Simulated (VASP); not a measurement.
# Sb in VASP: single point with PBE

Aim: the single point of Sb with PBE.

All numbers are computed with VASP 6.6.1; they aren't measurements. Logs are shortened: lines on timing, memory, paths and dates and some standing lists are left out, and cuts for length are marked.

## Step 1: The cell of the first run

The cell holds a slab with vacuum, 2 atoms: a = 4.101 Å, b = 4.101 Å, c = 26.870 Å, α = 90.00°, β = 90.00°, γ = 120.00°.

## Step 2: Single point, PBE

Contents of INCAR:

```
SYSTEM = Sb
PREC = Accurate
ENCUT = 400
EDIFF = 1E-6
ISMEAR = 0
SIGMA = 0.04
LREAL = .FALSE.
LASPH = .TRUE.
NELM = 120
ALGO = Normal
ISIF = 2
LWAVE = .FALSE.
LCHARG = .TRUE.
LDIPOL = .TRUE.
IDIPOL = 3
DIPOL = 0.5 0.5 0.311
GGA = PE
LELF = .TRUE.
LVHAR = .TRUE.
LVACPOTAV = .TRUE.
NBANDS = 22
GGA_COMPAT = .FALSE.
NELMDL = -8
```

Contents of KPOINTS:

```
regular mesh
0
G
  12 12 1
  0 0 0
```

Contents of POSCAR:

```
Sb
1.0
    4.1005346957      0.0000000000      0.0000000000
   -2.0502673478      3.5511672155      0.0000000000
    0.0000000000      0.0000000000     26.8700000000
Sb
2
Direct
    0.3333333333      0.6666666667      0.2809404539
    0.6666666667      0.3333333333      0.3409888007
```

Potentials or basis: VASP PAW PBE potentials, release 64 (Sb_d_GW).

Run with:

```
> cat potpaw_PBE.64/Sb_d_GW/POTCAR > POTCAR
> mpirun -np 1 vasp_std > vasp.out
```

OUTCAR:

```text
SYSTEM = Sb
   PREC = Accurate
   ENCUT = 400
   EDIFF = 1E-6
   ISMEAR = 0
   LREAL = .FALSE.
   LASPH = .TRUE.
   NELM = 120
   ISIF = 2
   GGA = PE
   NELMDL = -8

 ion  position               nearest neighbor table
   1  0.333  0.667  0.281-   2 2.86   2 2.86   2 2.86
   2  0.667  0.333  0.341-   1 2.86   1 2.86   1 2.86

  LATTYP: Found a hexagonal cell.
 ALAT       =     4.1005346957
 C/A-ratio  =     6.5528039619

  Lattice vectors:

 A1 = (   4.1005346957,   0.0000000000,   0.0000000000)
 A2 = (  -2.0502673478,   3.5511672155,   0.0000000000)
 A3 = (   0.0000000000,   0.0000000000,  26.8700000000)

Analysis of symmetry for initial positions (statically):
=====================================================================
 Subroutine PRICEL returns:
 Original cell was already a primitive cell.

 Routine SETGRP: Setting up the symmetry group for a
 hexagonal supercell.

 Subroutine GETGRP returns: Found 12 space group operations
 (whereof  6 operations were pure point group operations)
 out of a pool of 24 trial point group operations.

The static configuration has the point symmetry C_3v.
 The point group associated with its full space group is D_3d.

Analysis of symmetry for dynamics (positions and initial velocities):
=====================================================================
 Subroutine PRICEL returns:
 Original cell was already a primitive cell.

 Routine SETGRP: Setting up the symmetry group for a
 hexagonal supercell.

 Subroutine GETGRP returns: Found 12 space group operations
 (whereof  6 operations were pure point group operations)
 out of a pool of 24 trial point group operations.

The dynamic configuration has the point symmetry C_3v.
 The point group associated with its full space group is D_3d.

 Subroutine INISYM returns: Found 12 space group operations
 (whereof  6 operations are pure point group operations),
 and found     1 'primitive' translations

----------------------------------------------------------------------------------------

                                     Primitive cell

  volume of cell :     391.2725

  direct lattice vectors                    reciprocal lattice vectors
     4.100534696  0.000000000  0.000000000     0.243870635  0.140798777  0.000000000
    -2.050267348  3.551167216  0.000000000     0.000000000  0.281597554  0.000000000
     0.000000000  0.000000000 26.870000000     0.000000000  0.000000000  0.037216226

  length of vectors
     4.100534696  4.100534696 26.870000000     0.281597554  0.281597554  0.037216226

  position of ions in fractional coordinates (direct lattice)
     0.333333333  0.666666667  0.280940454
     0.666666667  0.333333333  0.340988801

  ion indices of the primitive-cell ions
   primitive index   ion index
                 1           1
                 2           2

----------------------------------------------------------------------------------------

 KPOINTS: regular mesh

Automatic generation of k-mesh.
 Grid dimensions read from file:
 generate k-points for:   12   12    1

 Generating k-lattice:

  Cartesian coordinates                     Fractional coordinates (reciprocal lattice)
     0.020322553  0.011733231  0.000000000     0.083333333  0.000000000  0.000000000
     0.000000000  0.023466463  0.000000000     0.000000000  0.083333333  0.000000000
     0.000000000  0.000000000  0.037216226     0.000000000  0.000000000  1.000000000

  Length of vectors
     0.023466463  0.023466463  0.037216226

  Shift w.r.t. Gamma in fractional coordinates (k-lattice)
     0.000000000  0.000000000  0.000000000

 Subroutine IBZKPT returns following result:
 ===========================================

 Found     19 irreducible k-points:

 Following reciprocal coordinates:
            Coordinates               Weight
  0.000000  0.000000  0.000000      1.000000
  0.083333  0.000000  0.000000      6.000000
  0.166667  0.000000  0.000000      6.000000
  0.250000  0.000000  0.000000      6.000000
  0.333333  0.000000  0.000000      6.000000
  0.416667  0.000000  0.000000      6.000000
[... 11 lines left out ...]
  0.333333  0.250000  0.000000     12.000000
  0.333333  0.333333  0.000000      2.000000
   k-points           NKPTS =     19   k-points in BZ     NKDIM =     19   number of bands    NBANDS=     22
   number of dos      NEDOS =    301   number of ions     NIONS =      2
   total plane-waves  NPLWV = 141120
   dimension x,y,z NGX =    28 NGY =   28 NGZ =  180
   dimension x,y,z NGXF=    56 NGYF=   56 NGZF=  360
   ions per type =               2
   NGX,Y,Z   is equivalent  to a cutoff of  11.35, 11.35, 11.14 a.u.
   NGXF,Y,Z  is equivalent  to a cutoff of  22.70, 22.70, 22.27 a.u.
 SYSTEM =  Sb
   PREC   = accura    normal or accurate (medium, high low for compatibility)
   ISTART =      0    job   : 0-new  1-cont  2-samecut
   ICHARG =      2    charge: 1-file 2-atom 10-const
   ISPIN  =      1    spin polarized calculation?
   LNONCOLLINEAR =      F non collinear calculations
   LSORBIT =      F    spin-orbit coupling
   LASPH  =      T    aspherical Exc in radial PAW
   ENCUT  =  400.0 eV  29.40 Ry    5.42 a.u.   6.69  6.69 43.82*2*pi/ulx,y,z
   NELM   =    120;   NELMIN=  2; NELMDL= -8     # of ELM steps
   EDIFF  = 0.1E-05   stopping-criterion for ELM
   LREAL  =      F    real-space projection
   EDIFFG = 0.1E-04   stopping-criterion for IOM
   NSW    =      0    number of steps for IOM
   IBRION =     -1    ionic relax: 0-MD 1-quasi-New 2-CG
   NFREE  =      0    steps in history (QN), initial steepest desc. (CG)
   ISIF   =      2    stress and relaxation
   ISYM   =      2    0-nonsym 1-usesym 2-fastsym
   POTIM  = 0.5000    time-step for ionic-motion
   TEBEG  =    0.0;   TEEND  =   0.0 temperature during run
   PSTRESS=    0.0 pullay stress
   NELECT =      30.0000    total number of electrons
   NUPDOWN=      -1.0000    fix difference up-down
   EMIN   =  10.00;   EMAX   =-10.00  energy-range for DOS
   EFERMI =   0.00;   METHOD = LEGACY
   ISMEAR =     0;   SIGMA  =   0.04  broadening in eV -4-tet -1-fermi 0-gaus
   EFERMI_NEDOS =   21; number of points for ismear=-14 and -15
   IALGO  =     38    algorithm
   IMIX   =      4    mixing-type and parameters
     AMIX     =   0.40;   BMIX     =  1.00
     AMIX_MAG =   1.60;   BMIX_MAG =  1.00
  volume/ion in A,a.u.               =     195.64      1320.22
  Fermi-wavevector in a.u.,A,eV,Ry     =   0.695487  1.314279  6.581162  0.483702
  Thomas-Fermi vector in A             =   1.778272
   LORBIT       =      0    0 simple, 1 ext, 2 COOP (PROOUT), +10 PAW based schemes
   GGA     = PE    functional components
   LHFCALC =     F    Hartree Fock is set to
   AEXX    =    0.0000 exact exchange contribution
   IVDW    =     0    specifies the selected vdW correction
   LEPSILON=     F    determine dielectric tensor
   LRPA    =     F    only Hartree local field effects (RPA)
 non-spin polarized calculation
 Gauss-broadening in eV      SIGMA  =   0.04
  energy-cutoff  :      400.00
  volume of cell :      391.27
 maximum number of plane-waves:      7161
 NGX is ok and might be reduce to    28
   NGX = 13   NGY = 13   NGZ = 87

 dipolmoment           0.000000      0.000000     -0.000014 electrons x Angstroem

 number of electron      29.9999975 magnetization

 dipolmoment           0.000000      0.000000      0.000003 electrons x Angstroem

 Free energy of the ion-electron system (eV)
  ---------------------------------------------------
  ext. energy  EPLUGINS =         0.00000000
  ---------------------------------------------------
  free energy    TOTEN  =        -8.14835510 eV

  energy without entropy =       -8.14835510  energy(sigma->0) =       -8.14835510

 E-fermi :  -3.1713     XC(G=0):  -2.0679

 val. band max:       -3.4198688600   @ k =   0.0000   0.0000   0.0000
 cond. band min:      -2.0768093165   @ k =   0.3333   0.0000   0.0000
 fundamental gap:      1.3430595435
 Fermi energy:        -3.1712864386

 k-point     1 :       0.0000    0.0000    0.0000
  band No.  band energies     occupation
      1     -31.9528      2.00000
      2     -31.9528      2.00000
      3     -31.8757      2.00000
      4     -31.8757      2.00000
      5     -31.8259      2.00000
      6     -31.7600      2.00000
[... 14 lines left out ...]
     21       1.6293      0.00000
     22       1.9280      0.00000

 k-point     2 :       0.0833    0.0000    0.0000
  band No.  band energies     occupation
      1     -31.9523      2.00000
      2     -31.9490      2.00000
      3     -31.8751      2.00000
      4     -31.8733      2.00000
      5     -31.8250      2.00000
      6     -31.7617      2.00000
[... 14 lines left out ...]
     21       1.7115      0.00000
     22       2.0125      0.00000

 k-point     3 :       0.1667    0.0000    0.0000
  band No.  band energies     occupation
      1     -31.9509      2.00000
      2     -31.9381      2.00000
      3     -31.8736      2.00000
      4     -31.8663      2.00000
      5     -31.8219      2.00000
      6     -31.7666      2.00000
[... 14 lines left out ...]
     21       1.9480      0.00000
     22       2.2547      0.00000

 k-point     4 :       0.2500    0.0000    0.0000
  band No.  band energies     occupation
      1     -31.9490      2.00000
      2     -31.9215      2.00000
      3     -31.8711      2.00000
      4     -31.8556      2.00000
      5     -31.8165      2.00000
      6     -31.7745      2.00000
[... 14 lines left out ...]
     21       2.3371      0.00000
     22       2.6292      0.00000

 k-point     5 :       0.3333    0.0000    0.0000
  band No.  band energies     occupation
      1     -31.9470      2.00000
      2     -31.9029      2.00000
      3     -31.8660      2.00000
      4     -31.8422      2.00000
      5     -31.8096      2.00000
      6     -31.7851      2.00000
[... 292 lines left out ...]
 k-point    17 :       0.2500    0.2500    0.0000
  band No.  band energies     occupation
      1     -31.9460      2.00000
      2     -31.8721      2.00000
      3     -31.8567      2.00000
      4     -31.8349      2.00000
      5     -31.8083      2.00000
      6     -31.7955      2.00000
[... 14 lines left out ...]
     21       3.4637      0.00000
     22       3.4854      0.00000

 k-point    18 :       0.3333    0.2500    0.0000
  band No.  band energies     occupation
      1     -31.9454      2.00000
      2     -31.8608      2.00000
      3     -31.8445      2.00000
      4     -31.8264      2.00000
      5     -31.8218      2.00000
      6     -31.7937      2.00000
[... 14 lines left out ...]
     21       3.7486      0.00000
     22       4.1307      0.00000

 k-point    19 :       0.3333    0.3333    0.0000
  band No.  band energies     occupation
      1     -31.9453      2.00000
      2     -31.8435      2.00000
      3     -31.8435      2.00000
      4     -31.8415      2.00000
      5     -31.8087      2.00000
      6     -31.8087      2.00000
[... 14 lines left out ...]
     21       3.9512      0.00000
     22       4.4737      0.00000

------------------------ aborting loop because EDIFF is reached ----------------------------------------

  FORCE on cell =-STRESS in cart. coord.  units (eV):
  Direction    XX          YY          ZZ          XY          YZ          ZX
  --------------------------------------------------------------------------------------
  -------------------------------------------------------------------------------------
  Total        0.2670327      0.2670327      0.2920051      0.0000000      0.0000000      0.0000000
  in kB        1.0934419      1.0934419      1.1956987      0.0000000      0.0000000      0.0000000
  external PRESSURE =       1.1275275 kB  Pullay stress =       0.0000000 kB

 VOLUME and BASIS-vectors are now :
 -----------------------------------------------------------------------------
  energy-cutoff  :      400.00
  volume of cell :      391.27
      direct lattice vectors                 reciprocal lattice vectors
     4.100534696  0.000000000  0.000000000     0.243870635  0.140798777  0.000000000
    -2.050267348  3.551167216  0.000000000     0.000000000  0.281597554  0.000000000
     0.000000000  0.000000000 26.870000000     0.000000000  0.000000000  0.037216226

 POSITION                                       TOTAL-FORCE (eV/Angst)
 -----------------------------------------------------------------------------------
     -0.00000      2.36744      7.54887        -0.000000      0.000000     -0.253320
      2.05027      1.18372      9.16237         0.000000     -0.000000      0.253320
 -----------------------------------------------------------------------------------
    total drift:                               -0.000000     -0.000000      0.000060

  FREE ENERGIE OF THE ION-ELECTRON SYSTEM (eV)
  ---------------------------------------------------
  free  energy   TOTEN  =        -8.1483551002 eV

  energy  without entropy=       -8.1483551002  energy(sigma->0) =       -8.14835510

 vacuum level on the upper side and lower side of the slab         1.469         1.469
```

Run time: 3.7 min. Hardware: 1 thread of Intel Xeon Platinum 8375C at 2.90GHz (Ice Lake), shared host; peak memory 0.41 GiB.

Results:

| Property | Result |
| --- | --- |
| Free energy | -8.1484 eV |
| Largest force | 0.253 eV/Å |
| Band gap on the k mesh | 1.34 eV (least direct gap 1.64 eV) |

Forces on the atoms (eV/Å):
```
Sb   0.000  0.000 -0.253
Sb   0.000  0.000  0.253
```

Levels at points of the mesh, in eV from the valence-band top:
```
           k point  band 13  band 14  band 15  band 16  band 17  band 18
(0.00, 0.00, 0.00)    -0.54     0.00     0.00     1.64     2.85     2.85
(0.50, 0.00, 0.00)    -2.93    -1.57    -1.42     1.67     2.55     3.67
```

Caveat: spin-orbit coupling is left out, which moves the levels of the heavy elements.
